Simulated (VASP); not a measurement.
# AlRu (Pm-3m) in VASP: further runs

The runs below take AlRu through single point, with PBE, LDA.

Everything below comes from runs of VASP 6.6.1. Logs are shortened: lines on timing, memory, paths and dates and some standing lists are left out, and cuts for length are marked.

### 1 The cell of the first run

It takes space group Pm-3m (No. 221, cubic). Conventional cell: a = 2.992 Å, b = 2.992 Å, c = 2.992 Å, α = 90.00°, β = 90.00°, γ = 90.00°. Within 3.4 Å of Ru (site symmetry m-3m) lie 8 Al at 2.59 Å and 6 Ru at 2.99 Å. Al (site symmetry m-3m) has 8 Ru at 2.59 Å and 6 Al at 2.99 Å within 3.4 Å.

### 2 Single point, PBE

INCAR

```
SYSTEM = AlRu
PREC = Accurate ; ENCUT = 520
EDIFF = 1E-6 ; ISMEAR = 0
SIGMA = 0.1 ; LREAL = .False.
LASPH = .True. ; NELM = 60
ALGO = Normal ; ISIF = 2
LWAVE = .False. ; LCHARG = .False.
GGA = PE ; NBANDS = 16
```

KPOINTS

```
Automatic mesh
0
Gamma
  9 9 9
  0 0 0
```

POSCAR

```
AlRu
1.0
    2.9916000000      0.0000000000      0.0000000000
    0.0000000000      2.9916000000      0.0000000000
    0.0000000000      0.0000000000      2.9916000000
Ru Al
1 1
Direct
    0.5000000000      0.5000000000      0.5000000000
    0.0000000000      0.0000000000      0.0000000000
```

Potentials or basis: VASP PAW PBE potentials, release 64 (Ru_pv, Al).

The run is started by

```bash
$ cat potpaw_PBE.64/Ru_pv/POTCAR potpaw_PBE.64/Al/POTCAR > POTCAR
$ mpirun -np 1 vasp_std > vasp.out
```

OUTCAR:

```text
SYSTEM = AlRu
   PREC = Accurate
   ENCUT = 520
   EDIFF = 1E-6
   ISMEAR = 0
   LREAL = .False.
   LASPH = .True.
   NELM = 60
   ISIF = 2
   GGA = PE

 ion  position               nearest neighbor table
   1  0.500  0.500  0.500-   2 2.59   2 2.59   2 2.59   2 2.59   2 2.59   2 2.59   2 2.59   2 2.59

   2  0.000  0.000  0.000-   1 2.59   1 2.59   1 2.59   1 2.59   1 2.59   1 2.59   1 2.59   1 2.59

  LATTYP: Found a simple cubic cell.
 ALAT       =     2.9916000000

  Lattice vectors:

 A1 = (   2.9916000000,   0.0000000000,   0.0000000000)
 A2 = (   0.0000000000,   2.9916000000,   0.0000000000)
 A3 = (   0.0000000000,   0.0000000000,   2.9916000000)

Analysis of symmetry for initial positions (statically):
=====================================================================
 Subroutine PRICEL returns:
 Original cell was already a primitive cell.

 Routine SETGRP: Setting up the symmetry group for a
 simple cubic supercell.

 Subroutine GETGRP returns: Found 48 space group operations
[... 9 lines left out ...]

 Routine SETGRP: Setting up the symmetry group for a
 simple cubic supercell.

 Subroutine GETGRP returns: Found 48 space group operations
[... 11 lines left out ...]
                                     Primitive cell

  volume of cell :      26.7738

  direct lattice vectors                    reciprocal lattice vectors
     2.991600000  0.000000000  0.000000000     0.334269287  0.000000000  0.000000000
     0.000000000  2.991600000  0.000000000     0.000000000  0.334269287  0.000000000
     0.000000000  0.000000000  2.991600000     0.000000000  0.000000000  0.334269287

  length of vectors
     2.991600000  2.991600000  2.991600000     0.334269287  0.334269287  0.334269287

  position of ions in fractional coordinates (direct lattice)
     0.500000000  0.500000000  0.500000000
     0.000000000  0.000000000  0.000000000

  ion indices of the primitive-cell ions
   primitive index   ion index
                 1           1
                 2           2

----------------------------------------------------------------------------------------

 KPOINTS: Automatic mesh

Automatic generation of k-mesh.
 Grid dimensions read from file:
 generate k-points for:    9    9    9

 Generating k-lattice:

  Cartesian coordinates                     Fractional coordinates (reciprocal lattice)
     0.037141032  0.000000000  0.000000000     0.111111111  0.000000000  0.000000000
     0.000000000  0.037141032  0.000000000     0.000000000  0.111111111  0.000000000
     0.000000000  0.000000000  0.037141032     0.000000000  0.000000000  0.111111111

  Length of vectors
     0.037141032  0.037141032  0.037141032

  Shift w.r.t. Gamma in fractional coordinates (k-lattice)
     0.000000000  0.000000000  0.000000000

 Subroutine IBZKPT returns following result:
 ===========================================

 Found     35 irreducible k-points:

 Following reciprocal coordinates:
            Coordinates               Weight
  0.000000  0.000000  0.000000      1.000000
  0.111111  0.000000  0.000000      6.000000
  0.222222  0.000000  0.000000      6.000000
  0.333333  0.000000  0.000000      6.000000
  0.444444  0.000000  0.000000      6.000000
  0.111111  0.111111  0.000000     12.000000
[... 16 lines left out ...]
  0.333333  0.333333  0.111111     24.000000
  0.444444  0.333333  0.111111     48.000000
 [... further k-points ...]
   k-points           NKPTS =     35   k-points in BZ     NKDIM =     35   number of bands    NBANDS=     16
   number of dos      NEDOS =    301   number of ions     NIONS =      2
   total plane-waves  NPLWV =  13824
   dimension x,y,z NGX =    24 NGY =   24 NGZ =   24
   dimension x,y,z NGXF=    48 NGYF=   48 NGZF=   48
   ions per type =               1   1
   NGX,Y,Z   is equivalent  to a cutoff of  13.34, 13.34, 13.34 a.u.
   NGXF,Y,Z  is equivalent  to a cutoff of  26.67, 26.67, 26.67 a.u.
 SYSTEM =  AlRu
   PREC   = accura    normal or accurate (medium, high low for compatibility)
   ISTART =      0    job   : 0-new  1-cont  2-samecut
   ICHARG =      2    charge: 1-file 2-atom 10-const
   ISPIN  =      1    spin polarized calculation?
   LNONCOLLINEAR =      F non collinear calculations
   LSORBIT =      F    spin-orbit coupling
   LASPH  =      T    aspherical Exc in radial PAW
   ENCUT  =  520.0 eV  38.22 Ry    6.18 a.u.   5.56  5.56  5.56*2*pi/ulx,y,z
   NELM   =     60;   NELMIN=  2; NELMDL= -5     # of ELM steps
   EDIFF  = 0.1E-05   stopping-criterion for ELM
   LREAL  =      F    real-space projection
   EDIFFG = 0.1E-04   stopping-criterion for IOM
   NSW    =      0    number of steps for IOM
   IBRION =     -1    ionic relax: 0-MD 1-quasi-New 2-CG
   NFREE  =      0    steps in history (QN), initial steepest desc. (CG)
   ISIF   =      2    stress and relaxation
   ISYM   =      2    0-nonsym 1-usesym 2-fastsym
   POTIM  = 0.5000    time-step for ionic-motion
   TEBEG  =    0.0;   TEEND  =   0.0 temperature during run
   PSTRESS=    0.0 pullay stress
   NELECT =      17.0000    total number of electrons
   NUPDOWN=      -1.0000    fix difference up-down
   EMIN   =  10.00;   EMAX   =-10.00  energy-range for DOS
   EFERMI =   0.00;   METHOD = LEGACY
   ISMEAR =     0;   SIGMA  =   0.10  broadening in eV -4-tet -1-fermi 0-gaus
   EFERMI_NEDOS =   21; number of points for ismear=-14 and -15
   IALGO  =     38    algorithm
   IMIX   =      4    mixing-type and parameters
     AMIX     =   0.40;   BMIX     =  1.00
     AMIX_MAG =   1.60;   BMIX_MAG =  1.00
  volume/ion in A,a.u.               =      13.39        90.34
  Fermi-wavevector in a.u.,A,eV,Ry     =   1.407087  2.659009 26.938090  1.979894
  Thomas-Fermi vector in A             =   2.529382
   LORBIT       =      0    0 simple, 1 ext, 2 COOP (PROOUT), +10 PAW based schemes
   GGA     = PE    functional components
   LHFCALC =     F    Hartree Fock is set to
   AEXX    =    0.0000 exact exchange contribution
   IVDW    =     0    specifies the selected vdW correction
   LEPSILON=     F    determine dielectric tensor
   LRPA    =     F    only Hartree local field effects (RPA)
 non-spin polarized calculation
 Gauss-broadening in eV      SIGMA  =   0.10
  energy-cutoff  :      520.00
  volume of cell :       26.77
 maximum number of plane-waves:       739
 NGX is ok and might be reduce to    24
   NGX = 11   NGY = 11   NGZ = 11

 number of electron      16.9999995 magnetization

 Free energy of the ion-electron system (eV)
  ---------------------------------------------------
  ext. energy  EPLUGINS =         0.00000000
  ---------------------------------------------------
  free energy    TOTEN  =       -14.25732529 eV

  energy without entropy =      -14.24758932  energy(sigma->0) =      -14.25245730

 E-fermi :  10.6299     XC(G=0): -12.5687

 val. band max:       10.6207954704   @ k =   0.4444   0.4444   0.1111
 cond. band min:      10.6329049406   @ k =   0.4444   0.1111   0.1111
 fundamental gap:      0.0121094702
 Fermi energy:        10.6298896931

 k-point     1 :       0.0000    0.0000    0.0000
  band No.  band energies     occupation
      1     -31.0794      2.00000
      2     -31.0794      2.00000
      3     -31.0794      2.00000
      4       1.0423      2.00000
      5       7.1433      2.00000
      6       7.1433      2.00000
[... 8 lines left out ...]
     15      22.7838      0.00000
     16      25.8243      0.00000

 k-point     2 :       0.1111    0.0000    0.0000
  band No.  band energies     occupation
      1     -31.1041      2.00000
      2     -31.0774      2.00000
      3     -31.0774      2.00000
      4       1.2784      2.00000
      5       7.2187      2.00000
      6       7.2254      2.00000
[... 8 lines left out ...]
     15      22.7848      0.00000
     16      26.5889      0.00000

 k-point     3 :       0.2222    0.0000    0.0000
  band No.  band energies     occupation
      1     -31.1663      2.00000
      2     -31.0721      2.00000
      3     -31.0721      2.00000
      4       1.9611      2.00000
      5       7.2758      2.00000
      6       7.4450      2.00000
[... 8 lines left out ...]
     15      23.3644      0.00000
     16      27.7015      0.00000

 k-point     4 :       0.3333    0.0000    0.0000
  band No.  band energies     occupation
      1     -31.2364      2.00000
      2     -31.0661      2.00000
      3     -31.0661      2.00000
      4       3.0182      2.00000
      5       6.8544      2.00000
      6       7.7188      2.00000
[... 8 lines left out ...]
     15      23.8313      0.00000
     16      25.6669      0.00000

 k-point     5 :       0.4444    0.0000    0.0000
  band No.  band energies     occupation
      1     -31.2817      2.00000
      2     -31.0622      2.00000
      3     -31.0622      2.00000
      4       4.3270      2.00000
      5       5.7653      2.00000
      6       7.9146      2.00000
[... 8 lines left out ...]
     15      23.8727      0.00000
     16      23.8727      0.00000

 k-point     6 :       0.1111    0.1111    0.0000
  band No.  band energies     occupation
      1     -31.1029      2.00000
      2     -31.1009      2.00000
      3     -31.0753      2.00000
      4       1.5101      2.00000
      5       7.2936      2.00000
      6       7.3172      2.00000
[... 8 lines left out ...]
     15      22.8813      0.00000
     16      27.1787      0.00000
[... 267 lines left out ...]
 k-point    21 :       0.3333    0.2222    0.1111
  band No.  band energies     occupation
      1     -31.2236      2.00000
      2     -31.1478      2.00000
      3     -31.0823      2.00000
      4       3.8673      2.00000
      5       7.1240      2.00000
      6       8.0574      2.00000
[... 8 lines left out ...]
     15      23.4460      0.00000
     16      25.3920      0.00000

 k-point    22 :       0.4444    0.2222    0.1111
  band No.  band energies     occupation
      1     -31.2680      2.00000
      2     -31.1432      2.00000
      3     -31.0781      2.00000
      4       4.8294      2.00000
      5       6.2989      2.00000
      6       8.2307      2.00000
[... 8 lines left out ...]
     15      22.7866      0.00000
     16      24.5776      0.00000

 k-point    23 :       0.3333    0.3333    0.1111
  band No.  band energies     occupation
      1     -31.2172      2.00000
      2     -31.2138      2.00000
      3     -31.0760      2.00000
      4       4.4589      2.00000
      5       7.0411      2.00000
      6       8.2194      2.00000
[... 8 lines left out ...]
     15      24.1760      0.00000
     16      25.2196      0.00000

 k-point    24 :       0.4444    0.3333    0.1111
  band No.  band energies     occupation
      1     -31.2593      2.00000
      2     -31.2102      2.00000
      3     -31.0719      2.00000
      4       4.8771      2.00000
      5       6.9543      2.00000
      6       8.1938      2.00000
[... 8 lines left out ...]
     15      23.7645      0.00000
     16      24.2636      0.00000

 [... further k-points ...]
[... 5 lines left out ...]
  --------------------------------------------------------------------------------------
  -------------------------------------------------------------------------------------
  Total        0.4142285      0.4142285      0.4142285     -0.0000000     -0.0000000      0.0000000
  in kB       24.7879143     24.7879143     24.7879143     -0.0000000     -0.0000000      0.0000000
  external PRESSURE =      24.7879143 kB  Pullay stress =       0.0000000 kB

 VOLUME and BASIS-vectors are now :
 -----------------------------------------------------------------------------
  energy-cutoff  :      520.00
  volume of cell :       26.77
      direct lattice vectors                 reciprocal lattice vectors
     2.991600000  0.000000000  0.000000000     0.334269287  0.000000000  0.000000000
     0.000000000  2.991600000  0.000000000     0.000000000  0.334269287  0.000000000
     0.000000000  0.000000000  2.991600000     0.000000000  0.000000000  0.334269287

 POSITION                                       TOTAL-FORCE (eV/Angst)
 -----------------------------------------------------------------------------------
      1.49580      1.49580      1.49580         0.000000      0.000000      0.000000
      0.00000      0.00000      0.00000         0.000000      0.000000      0.000000
 -----------------------------------------------------------------------------------
    total drift:                                0.000000     -0.000000     -0.000000

  FREE ENERGIE OF THE ION-ELECTRON SYSTEM (eV)
  ---------------------------------------------------
  free  energy   TOTEN  =       -14.2573252908 eV

  energy  without entropy=      -14.2475893166  energy(sigma->0) =      -14.25245730
```

Wall time 5.8 s (1 thread of Intel Xeon Platinum 8488C (Sapphire Rapids), shared host); peak memory 0.14 GiB.

What came out:

| Item | Value |
| --- | --- |
| Free energy | -14.2573 eV |
| Pressure | 2.5 GPa |

### 3 Single point, LDA

INCAR

```
SYSTEM = AlRu
ALGO = Normal
EDIFF = 1E-6
ENCUT = 520
GGA = CA
ISIF = 2
ISMEAR = 0
LASPH = .TRUE.
LCHARG = .FALSE.
LREAL = .FALSE.
LWAVE = .FALSE.
NBANDS = 16
NELM = 60
PREC = Accurate
SIGMA = 0.1
```

KPOINTS

```
k-points
0
G
  9 9 9
  0 0 0
```

POSCAR is that of step 2.

Potentials or basis: VASP PAW LDA potentials, release 64 (Ru_pv, Al).

The run is started by

```bash
$ cat potpaw_LDA.64/Ru_pv/POTCAR potpaw_LDA.64/Al/POTCAR > POTCAR
$ mpirun -np 1 vasp_std > vasp.out
```

OUTCAR:

```text
SYSTEM = AlRu
   EDIFF = 1E-6
   ENCUT = 520
   GGA = CA
   ISIF = 2
   ISMEAR = 0
   LASPH = .TRUE.
   LREAL = .FALSE.
   NELM = 60
   PREC = Accurate

 ion  position               nearest neighbor table
   1  0.500  0.500  0.500-   2 2.59   2 2.59   2 2.59   2 2.59   2 2.59   2 2.59   2 2.59   2 2.59

   2  0.000  0.000  0.000-   1 2.59   1 2.59   1 2.59   1 2.59   1 2.59   1 2.59   1 2.59   1 2.59

  LATTYP: Found a simple cubic cell.
 ALAT       =     2.9916000000

  Lattice vectors:

 A1 = (   2.9916000000,   0.0000000000,   0.0000000000)
 A2 = (   0.0000000000,   2.9916000000,   0.0000000000)
 A3 = (   0.0000000000,   0.0000000000,   2.9916000000)

Analysis of symmetry for initial positions (statically):
=====================================================================
 Subroutine PRICEL returns:
 Original cell was already a primitive cell.

 Routine SETGRP: Setting up the symmetry group for a
 simple cubic supercell.

 Subroutine GETGRP returns: Found 48 space group operations
[... 9 lines left out ...]

 Routine SETGRP: Setting up the symmetry group for a
 simple cubic supercell.

[... 147 lines left out ...]
  ext. energy  EPLUGINS =         0.00000000
  ---------------------------------------------------
  free energy    TOTEN  =       -16.16255956 eV

  energy without entropy =      -16.15306514  energy(sigma->0) =      -16.15781235

 E-fermi :  10.4323     XC(G=0): -12.7950

 val. band max:       10.4262953276   @ k =   0.4444   0.4444   0.1111
 cond. band min:      10.4360475245   @ k =   0.4444   0.1111   0.1111
 fundamental gap:      0.0097521969
 Fermi energy:        10.4323372326

 k-point     1 :       0.0000    0.0000    0.0000
  band No.  band energies     occupation
      1     -31.0829      2.00000
      2     -31.0829      2.00000
      3     -31.0829      2.00000
      4       0.8544      2.00000
      5       6.9161      2.00000
      6       6.9161      2.00000
[... 433 lines left out ...]
      3     -31.0753      2.00000
      4       4.6800      2.00000
      5       6.7464      2.00000
      6       8.0005      2.00000
[... 8 lines left out ...]
     15      23.5283      0.00000
     16      24.0136      0.00000

 [... further k-points ...]
[... 5 lines left out ...]
  --------------------------------------------------------------------------------------
  -------------------------------------------------------------------------------------
  Total       -1.2962671     -1.2962671     -1.2962671     -0.0000000      0.0000000     -0.0000000
  in kB      -77.5701254    -77.5701254    -77.5701254     -0.0000000      0.0000000     -0.0000000
  external PRESSURE =     -77.5701254 kB  Pullay stress =       0.0000000 kB

 VOLUME and BASIS-vectors are now :
 -----------------------------------------------------------------------------
  energy-cutoff  :      520.00
  volume of cell :       26.77
      direct lattice vectors                 reciprocal lattice vectors
     2.991600000  0.000000000  0.000000000     0.334269287  0.000000000  0.000000000
     0.000000000  2.991600000  0.000000000     0.000000000  0.334269287  0.000000000
     0.000000000  0.000000000  2.991600000     0.000000000  0.000000000  0.334269287

 POSITION                                       TOTAL-FORCE (eV/Angst)
 -----------------------------------------------------------------------------------
      1.49580      1.49580      1.49580         0.000000      0.000000      0.000000
      0.00000      0.00000      0.00000         0.000000      0.000000      0.000000
 -----------------------------------------------------------------------------------
    total drift:                                0.000000     -0.000000     -0.000000

  FREE ENERGIE OF THE ION-ELECTRON SYSTEM (eV)
  ---------------------------------------------------
  free  energy   TOTEN  =       -16.1625595565 eV

  energy  without entropy=      -16.1530651411  energy(sigma->0) =      -16.15781235
```

Run time: 5.5 s. Hardware: 1 thread of Intel Xeon Platinum 8488C (Sapphire Rapids), shared host; peak memory 0.13 GiB.

What came out:

```yaml
Free_energy: -16.1626 eV
Pressure: -7.8 GPa
```
